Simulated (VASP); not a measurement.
# HfSi3 in VASP: further runs, part 2 of 2

VASP 6.6.1. Earlier steps stand in the parts before.

### Step 4. Single point, PBE

INCAR reads:

```
SYSTEM = HfSi3
PREC     = Accurate       ! precision mode
ENCUT    = 520            ! plane-wave cutoff, eV
EDIFF    = 1E-6           ! SCF threshold, eV
ISMEAR   = -1             ! smearing method
SIGMA    = 0.0948         ! smearing width, eV
LREAL    = Auto         
LASPH    = .TRUE.         ! aspherical terms in the spheres
NELM     = 60             ! most SCF steps
ALGO     = Normal         ! electronic algorithm
ISIF     = 2              ! what is computed and relaxed
LWAVE    = .FALSE.        ! write WAVECAR
LCHARG   = .FALSE.        ! write CHGCAR
GGA      = PE             ! functional
NBANDS   = 71             ! bands
ISYM     = 0
```

KPOINTS reads:

```
Automatic mesh
0
Gamma
  1 1 1
  0.25 0.25 0.25
```

POSCAR reads:

```
HfSi3
1.0
    6.7792930000     -0.0738530000     -0.2467120000
   -0.0738530000      7.0813630000     -0.0543890000
   -0.2467120000     -0.0543890000      7.0472650000
Si Hf
15 5
Direct
    0.0463047033      0.0114465504      0.8734750988
    0.3724865640      0.3232926346      0.9287769749
    0.9470366010      0.7611937045      0.3161749783
    0.5740108198      0.0780520428      0.4242848154
    0.4454705801      0.6240614844      0.5754392687
    0.5773935908      0.3175196284      0.6792274028
    0.4183607857      0.9774881619      0.8855706760
    0.1371918639      0.4854982126      0.3554036412
    0.0752121262      0.7359000521      0.6317593566
    0.4463873031      0.7964474430      0.2900478532
    0.2841756016      0.0482267031      0.5722217815
    0.6065947353      0.6718966925      1.0144981052
    0.8941660374      0.4677172232      0.7451248340
    0.9269155108      0.3481850292      1.0927410300
    0.6871563959      0.8565436752      0.7054023487
    0.1930754260      0.6735879385      0.0110225455
    0.7333209444      1.0169724243      0.1166586172
    0.6329007136      0.4548769173      0.2918964310
    0.9258165843      0.1670831400      0.5404775535
    0.2476555627      0.1495048239      0.2090463488
```

On the command line:

```
$ cat potpaw_PBE.64/Si/POTCAR potpaw_PBE.64/Hf_pv/POTCAR > POTCAR
$ mpirun -np 1 vasp_std > vasp.out
```

Wall time 70 s (1 thread of AMD EPYC 7R43 (Zen 3), shared host); peak memory 0.31 GiB.

The run converged. Its results:

| Property | Result |
| --- | --- |
| Free energy | -129.8334 eV |
| Pressure | 3.8 GPa |
| Largest force | 2.258 eV/Å |
| Band gap on the k mesh | 0.25 eV |

Forces in eV/Å, atoms in the order of the input:
```
Si  -0.651  0.102 -0.073
Si   0.327  1.468 -0.332
Si  -0.084  0.259 -0.596
Si  -0.032  1.085  0.235
Si  -0.790 -0.068  0.852
Si   0.913  0.674 -0.575
Si  -1.082 -0.727 -0.401
Si  -0.588 -0.448  0.587
Si   0.656  0.424  0.725
Si  -0.260  0.382 -0.528
Si  -0.371 -0.916  1.058
Si  -0.085 -0.648 -1.466
Si   0.167  0.637  1.066
Si   0.178  0.755 -0.579
Si   1.255  0.593  0.591
Hf  -1.047 -0.998 -0.299
Hf   2.202 -0.011 -0.500
Hf  -0.676 -0.622  1.189
Hf   0.050  0.024 -0.620
Hf  -0.083 -1.965 -0.334
```

Stress tensor (GPa, compression positive):
```
 5.37  3.58  1.64
 3.58 -0.81  0.99
 1.64  0.99  6.75
```

Levels at points of the mesh, in eV from the valence-band top:
```tsv
k point	band 53	band 54	band 55	band 56	band 57	band 58
(0.25, 0.25, 0.25)	-0.38	-0.14	0.00	0.25	0.41	0.65
```

Caveat: the k points lie up to 0.93 Å⁻¹ apart; spin-orbit coupling is left out, which moves the levels of the heavy elements.

### Step 5. Single point, PBE

INCAR reads:

```
PREC = Accurate
ENCUT = 520
EDIFF = 1E-6
ISMEAR = -1
SIGMA = 0.05
LREAL = Auto
LASPH = True
NELM = 100
ALGO = Normal
ISIF = 2
LWAVE = False
LCHARG = False
GGA = PE
ISYM = 0
NBANDS = 71
```

KPOINTS is that of step 4.

POSCAR reads:

```
HfSi3
1.0
    6.7792930000     -0.0738530000     -0.2467120000
   -0.0738530000      7.0813630000     -0.0543890000
   -0.2467120000     -0.0543890000      7.0472650000
Si Hf
15 5
Direct
    0.0592819112      0.0115407447      0.8865038066
    0.3604156034      0.3508564669      0.9376202806
    0.9604895448      0.7816397521      0.3719462658
    0.5684872390      0.1189963367      0.4307262059
    0.4713417229      0.6810583020      0.6093154918
    0.5993121879      0.3684811136      0.6686925818
    0.4284961304      0.9636775165      0.8973797060
    0.1210113005      0.4841268566      0.4040332123
    0.1208778569      0.7270467474      0.6709030189
    0.4727870846      0.8041433841      0.2963000259
    0.2728080167      0.0294650570      0.5865721789
    0.5858670142      0.6400581137     -0.0250821356
    0.9112495428      0.4686341330      0.8106399772
    0.9594722294      0.3299056948      0.1213311197
    0.7238356763      0.9374155827      0.7476619715
    0.1555858130      0.6745962277      0.0553473583
    0.7650999527      0.0036358507      0.1340317258
    0.6314086231      0.4669556547      0.2888833236
    0.9324469501      0.1835399725      0.5589395897
    0.2607636922      0.1224914917      0.2119277084
```

Potentials or basis: VASP PAW PBE potentials, release 64 (Si, Hf_pv).

On the command line:

```
$ cat potpaw_PBE.64/Si/POTCAR potpaw_PBE.64/Hf_pv/POTCAR > POTCAR
$ mpirun -np 1 vasp_std > vasp.out
```

OUTCAR:

```text
PREC = Accurate
   ENCUT = 520
   EDIFF = 1E-6
   ISMEAR = -1
   LREAL = Auto
   LASPH = True
   NELM = 100
   ISIF = 2
   GGA = PE
   ISYM = 0

 ion  position               nearest neighbor table
   1  0.059  0.012  0.887-  15 2.46   7 2.53   9 2.57  11 2.65  20 2.68  19 2.72  17 2.74  16 2.75
                            14 2.90   2 3.12
   2  0.360  0.351  0.938-  12 2.53   6 2.58  20 2.65   7 2.80  16 2.85  18 3.07  14 3.10   1 3.12

   3  0.960  0.782  0.372-   9 2.34   8 2.40  17 2.63  16 2.78  11 3.03  19 3.13  18 3.14  20 3.38
[... 274 lines left out ...]
  Total        9.0580288     -0.3967231      8.0374004      4.0593152      0.2823264      9.5760120
  in kB       42.9589641     -1.8815147     38.1184917     19.2518682      1.3389724     45.4155719
  external PRESSURE =      26.3986470 kB  Pullay stress =       0.0000000 kB

 VOLUME and BASIS-vectors are now :
 -----------------------------------------------------------------------------
  energy-cutoff  :      520.00
  volume of cell :      337.82
      direct lattice vectors                 reciprocal lattice vectors
     6.779293000 -0.073853000 -0.246712000     0.147713857  0.001580350  0.005183392
    -0.073853000  7.081363000 -0.054389000     0.001580350  0.141241031  0.001145388
    -0.246712000 -0.054389000  7.047265000     0.005183392  0.001145388  0.142089321

 POSITION                                       TOTAL-FORCE (eV/Angst)
 -----------------------------------------------------------------------------------
      0.18233      0.02913      6.23217        -0.882432      0.295162     -0.689282
      2.18613      2.40693      6.49966         0.481952      0.312486     -0.501477
      6.36195      5.44391      2.34173        -0.564591      0.277433     -0.192189
      3.73889      0.77725      2.88872         1.083026     -0.243578      0.726576
      2.99474      4.75487      4.14068         0.398610     -0.189163     -0.013044
      3.87073      2.52872      4.54455        -0.699838      0.365345      0.624429
[... 12 lines left out ...]
      6.16988      1.20045      3.69897        -0.327546      0.429911     -0.829198
      1.70646      0.83662      1.42252         0.249940     -0.454013      0.213941
 -----------------------------------------------------------------------------------
    total drift:                               -0.003481      0.003311      0.002451

  FREE ENERGIE OF THE ION-ELECTRON SYSTEM (eV)
  ---------------------------------------------------
  free  energy   TOTEN  =      -131.7070843491 eV

  energy  without entropy=     -131.6904633249  energy(sigma->0) =     -131.69877384
```

Wall time 66 s (1 thread of AMD EPYC 7R43 (Zen 3), shared host); peak memory 0.31 GiB.

What came out:

| Item | Value |
| --- | --- |
| Free energy | -131.7071 eV |
| Pressure | 2.6 GPa |
| Largest force | 1.327 eV/Å |
| Band gap on the k mesh | 0.41 eV |

Forces in eV/Å, atoms in the order of the input:
```
Si  -0.882  0.295 -0.689
Si   0.482  0.312 -0.501
Si  -0.565  0.277 -0.192
Si   1.083 -0.244  0.727
Si   0.399 -0.189 -0.013
Si  -0.700  0.365  0.624
Si  -0.420  0.170  0.546
Si   0.075 -0.345  0.001
Si  -0.083 -0.451  0.317
Si  -0.489  0.321 -0.476
Si   0.872 -0.093  0.231
Si  -0.060  0.387 -0.329
Si   0.538  0.244 -0.119
Si  -0.755  0.656  0.126
Si   0.832 -0.307 -0.281
Hf   0.158 -0.211  0.137
Hf  -0.611 -0.773 -0.007
Hf   0.206 -0.393  0.514
Hf  -0.328  0.430 -0.829
Hf   0.250 -0.454  0.214
```

Caveat: the k points lie up to 0.93 Å⁻¹ apart; spin-orbit coupling is left out, which moves the levels of the heavy elements.

### Step 6. Single point, PBE

INCAR reads:

```
ALGO = Normal ; EDIFF = 1E-6
ENCUT = 520 ; GGA = PE
ISIF = 2 ; ISMEAR = -1
ISYM = 0 ; LASPH = T
LCHARG = F ; LREAL = Auto
LWAVE = F ; NBANDS = 71
NELM = 100 ; PREC = Accurate
SIGMA = 0.05
```

KPOINTS is that of step 5.

POSCAR reads:

```
HfSi3
1.0
    6.7792930000     -0.0738530000     -0.2467120000
   -0.0738530000      7.0813630000     -0.0543890000
   -0.2467120000     -0.0543890000      7.0472650000
Si Hf
15 5
Direct
    0.0547590772      0.0305697538      0.8734928202
    0.3989641810      0.3367781764      0.9275187295
    0.9332189028      0.7163720286      0.3400570378
    0.5923829148      0.0986433625      0.4541580439
    0.4994538858      0.6750720492      0.6035423332
    0.6537165828      0.3944629878      0.7233939937
    0.4355551195      0.9472313246      0.9048116736
    0.1790785894      0.4680421188      0.4086056335
    0.1258493423      0.7373446040      0.6456534526
    0.4684576693      0.8234440878      0.2909869898
    0.2977644581      0.0172860493      0.5811467620
    0.6239927496      0.6238289161      0.0001704108
    1.0340856188      0.4239521903      0.8002174839
    0.9295176574      0.3713089641      0.1428761773
    0.7456842448      0.9148447625      0.7332150477
    0.1736278900      0.6768746087      0.0393621663
    0.7715368799     -0.0101714799      0.1251125352
    0.6008395000      0.4416380034      0.3146815912
    0.9370214875      0.1817326107      0.5258184133
    0.2425869357      0.1222424427      0.2186717475
```

Potentials or basis: VASP PAW PBE potentials, release 64 (Si, Hf_pv).

On the command line:

```
$ cat potpaw_PBE.64/Si/POTCAR potpaw_PBE.64/Hf_pv/POTCAR > POTCAR
$ mpirun -np 1 vasp_std > vasp.out
```

OUTCAR:

```text
EDIFF = 1E-6
   ENCUT = 520
   GGA = PE
   ISIF = 2
   ISMEAR = -1
   ISYM = 0
   LASPH = T
   LREAL = Auto
   NELM = 100
   PREC = Accurate

 ion  position               nearest neighbor table
   1  0.055  0.031  0.873-  15 2.38   7 2.66   9 2.68  17 2.72  20 2.73  11 2.73  19 2.76  13 2.85
                            16 2.89
   2  0.399  0.337  0.928-   6 2.36  12 2.54  13 2.66   7 2.78  20 2.83  16 3.00  18 3.04
   3  0.933  0.716  0.340-   9 2.44   8 2.48  17 2.68  16 2.78  14 2.79  18 2.94  12 3.12
   4  0.592  0.099  0.454-  11 2.31  10 2.36  19 2.42  15 2.55  18 2.64  17 2.80  20 2.81   6 2.81
[... 22 lines left out ...]
  16  0.174  0.677  0.039-  13 2.56  10 2.75   3 2.78   7 2.81   9 2.81  14 2.83   1 2.89   2 3.00
                             8 3.01  12 3.12  20 3.39  17 3.63  18 3.80
  17  0.772  0.990  0.125-   7 2.67   3 2.68  10 2.70   1 2.72  15 2.80   4 2.80  12 2.86  14 2.88
                            19 3.23  20 3.33  16 3.63  18 3.69  20 3.83
  18  0.601  0.442  0.315-  12 2.60   4 2.64  14 2.66   5 2.74  10 2.87   6 2.90   3 2.94   8 2.99
                             2 3.04  19 3.25  20 3.31  17 3.69  16 3.80
  19  0.937  0.182  0.526-   4 2.42  13 2.61  11 2.74   8 2.76   1 2.76  15 2.77   6 2.89  14 3.03
                            20 3.13  17 3.23  18 3.25
  20  0.243  0.122  0.219-  10 2.67  11 2.68   1 2.73   4 2.81  14 2.82   2 2.83   8 2.83   7 2.92
                            19 3.13  18 3.31  17 3.33  16 3.39  17 3.83

IMPORTANT INFORMATION: All symmetrisations will be switched off!
NOSYMM: (Re-)initialisation of all symmetry stuff for point group C_1.

----------------------------------------------------------------------------------------

                                     Primitive cell

  volume of cell :     337.8240

  direct lattice vectors                    reciprocal lattice vectors
     6.779293000 -0.073853000 -0.246712000     0.147713857  0.001580350  0.005183392
    -0.073853000  7.081363000 -0.054389000     0.001580350  0.141241031  0.001145388
    -0.246712000 -0.054389000  7.047265000     0.005183392  0.001145388  0.142089321

  length of vectors
[... 121 lines left out ...]
   AEXX    =    0.0000 exact exchange contribution
   IVDW    =     0    specifies the selected vdW correction
   LEPSILON=     F    determine dielectric tensor
   LRPA    =     F    only Hartree local field effects (RPA)
 non-spin polarized calculation
  energy-cutoff  :      520.00
  volume of cell :      337.82
 maximum number of plane-waves:      9089
 NGX is ok and might be reduce to    50
   NGX = 25   NGY = 27   NGZ = 27

 number of electron     110.0000000 magnetization

 Free energy of the ion-electron system (eV)
  ---------------------------------------------------
  ext. energy  EPLUGINS =         0.00000000
  ---------------------------------------------------
  free energy    TOTEN  =      -132.21314080 eV

  energy without entropy =     -132.19583756  energy(sigma->0) =     -132.20448918

 E-fermi :   7.8305     XC(G=0): -10.9981

 val. band max:        7.6271213673   @ k =   0.2500   0.2500   0.2500
 cond. band min:       8.0339094283   @ k =   0.2500   0.2500   0.2500
 fundamental gap:      0.4067880610
 Fermi energy:         7.8304548576

 k-point     1 :       0.2500    0.2500    0.2500
  band No.  band energies     occupation
      1     -23.1681      2.00000
      2     -23.1318      2.00000
      3     -23.0814      2.00000
      4     -23.0035      2.00000
      5     -22.9825      2.00000
      6     -22.9308      2.00000
[... 59 lines left out ...]
     66       9.9783      0.00000
     67      10.0409      0.00000
 [bands above 67 left out]

------------------------ aborting loop because EDIFF is reached ----------------------------------------

  FORCE on cell =-STRESS in cart. coord.  units (eV):
  Direction    XX          YY          ZZ          XY          YZ          ZX
  --------------------------------------------------------------------------------------
  -------------------------------------------------------------------------------------
  Total        8.5382186     -2.7272988      3.3741599      9.9796246     -1.6876062      6.1309389
  in kB       40.4936922    -12.9345946     16.0024235     47.3297608     -8.0037074     29.0768325
  external PRESSURE =      14.5205070 kB  Pullay stress =       0.0000000 kB

 VOLUME and BASIS-vectors are now :
 -----------------------------------------------------------------------------
  energy-cutoff  :      520.00
  volume of cell :      337.82
      direct lattice vectors                 reciprocal lattice vectors
     6.779293000 -0.073853000 -0.246712000     0.147713857  0.001580350  0.005183392
    -0.073853000  7.081363000 -0.054389000     0.001580350  0.141241031  0.001145388
    -0.246712000 -0.054389000  7.047265000     0.005183392  0.001145388  0.142089321

 POSITION                                       TOTAL-FORCE (eV/Angst)
 -----------------------------------------------------------------------------------
      0.15347      0.16492      6.14056        -0.200316     -0.139681     -0.472837
      2.45099      2.30494      6.41972        -0.483318      0.258678      0.616697
      6.18976      4.98547      2.12727        -0.006491     -0.116004      0.181140
      3.89661      0.63008      3.04906        -1.395962      0.069752     -0.376923
      3.18719      4.71072      4.09339        -0.220533      0.226165      0.314109
      4.22413      2.70571      4.91521         0.145742     -0.203882     -0.599189
[... 12 lines left out ...]
      6.20920      1.18911      3.46452         1.901150      0.048663      0.998603
      1.58159      0.83583      1.47454         1.220590      0.321940     -0.719940
 -----------------------------------------------------------------------------------
    total drift:                                0.004721      0.008082      0.000812

  FREE ENERGIE OF THE ION-ELECTRON SYSTEM (eV)
  ---------------------------------------------------
  free  energy   TOTEN  =      -132.2131407965 eV

  energy  without entropy=     -132.1958375567  energy(sigma->0) =     -132.20448918
```

OSZICAR:

```text
N       E                     dE             d eps       ncg     rms          rms(c)
DAV:   1     0.428129583981E+03    0.42813E+03   -0.51004E+04   142   0.139E+03
DAV:   2    -0.104406471841E+03   -0.53254E+03   -0.51216E+03   173   0.300E+02
DAV:   3    -0.135791952109E+03   -0.31385E+02   -0.30441E+02   180   0.530E+01
DAV:   4    -0.136526174451E+03   -0.73422E+00   -0.72856E+00   172   0.897E+00
DAV:   5    -0.136540427205E+03   -0.14253E-01   -0.14211E-01   180   0.121E+00    0.984E+01
DAV:   6    -0.132708294910E+03    0.38321E+01   -0.11047E+01   164   0.885E+00    0.625E+01
DAV:   7    -0.132398778646E+03    0.30952E+00   -0.51909E+00   172   0.719E+00    0.567E+00
DAV:   8    -0.132241754334E+03    0.15702E+00   -0.12973E+00   172   0.369E+00    0.406E+00
DAV:   9    -0.132215637982E+03    0.26116E-01   -0.17573E-01   172   0.132E+00    0.152E+00
DAV:  10    -0.132213835727E+03    0.18023E-02   -0.34261E-02   164   0.577E-01    0.640E-01
DAV:  11    -0.132213143316E+03    0.69241E-03   -0.41855E-03   164   0.214E-01    0.246E-01
DAV:  12    -0.132213154686E+03   -0.11370E-04   -0.56534E-04   180   0.736E-02    0.100E-01
DAV:  13    -0.132213143869E+03    0.10817E-04   -0.62115E-05   172   0.257E-02    0.330E-02
DAV:  14    -0.132213140986E+03    0.28828E-05   -0.14060E-05   172   0.120E-02    0.102E-02
DAV:  15    -0.132213140796E+03    0.18991E-06   -0.15527E-06   108   0.442E-03
   1 F= -.13221314E+03 E0= -.13220449E+03  d E =-.173032E-01
```

stdout:

```text
POSCAR found type information on POSCAR SiHf
 POSCAR found :  2 types and      20 ions
 scaLAPACK will be used
 LDA part: xc-table for (Slater+PW92), standard interpolation
 POSCAR, INCAR and KPOINTS ok, starting setup
 FFT: planning ... GRIDC
 FFT: planning ... GRID_SOFT
 FFT: planning ... GRID
 WAVECAR not read
 entering main loop
```

Run time: 66 s. Hardware: 1 thread of AMD EPYC 7R43 (Zen 3), shared host; peak memory 0.3 GiB.

Results:

```
Free energy            : -132.2131 eV
Pressure               : 1.5 GPa
Largest force          : 2.148 eV/Å
Band gap on the k mesh : 0.41 eV
```

Forces in eV/Å, atoms in the order of the input:
```
Si  -0.200 -0.140 -0.473
Si  -0.483  0.259  0.617
Si  -0.006 -0.116  0.181
Si  -1.396  0.070 -0.377
Si  -0.221  0.226  0.314
Si   0.146 -0.204 -0.599
Si  -0.216  0.135 -0.204
Si   0.320  0.171 -0.067
Si  -0.655 -0.888  0.312
Si   0.169 -1.271 -0.340
Si  -0.272  0.544  0.328
Si  -0.257  0.363 -0.228
Si   0.349 -0.233 -0.059
Si  -0.157 -0.222  0.383
Si  -0.046  0.083  0.573
Hf   0.203 -0.168  0.004
Hf   0.072  0.108 -0.304
Hf  -0.470  0.912 -0.341
Hf   1.901  0.049  0.999
Hf   1.221  0.322 -0.720
```

Stress tensor (GPa, compression positive):
```
 4.05  4.73  2.91
 4.73 -1.29 -0.80
 2.91 -0.80  1.60
```

Levels at points of the mesh, in eV from the valence-band top:
```
           k point  band 52  band 53  band 54  band 55  band 56  band 57  band 58  band 59
(0.25, 0.25, 0.25)    -0.73    -0.46    -0.26     0.00     0.41     0.65     0.81     0.93
```

Caveat: the k points lie up to 0.93 Å⁻¹ apart; spin-orbit coupling is left out, which moves the levels of the heavy elements.
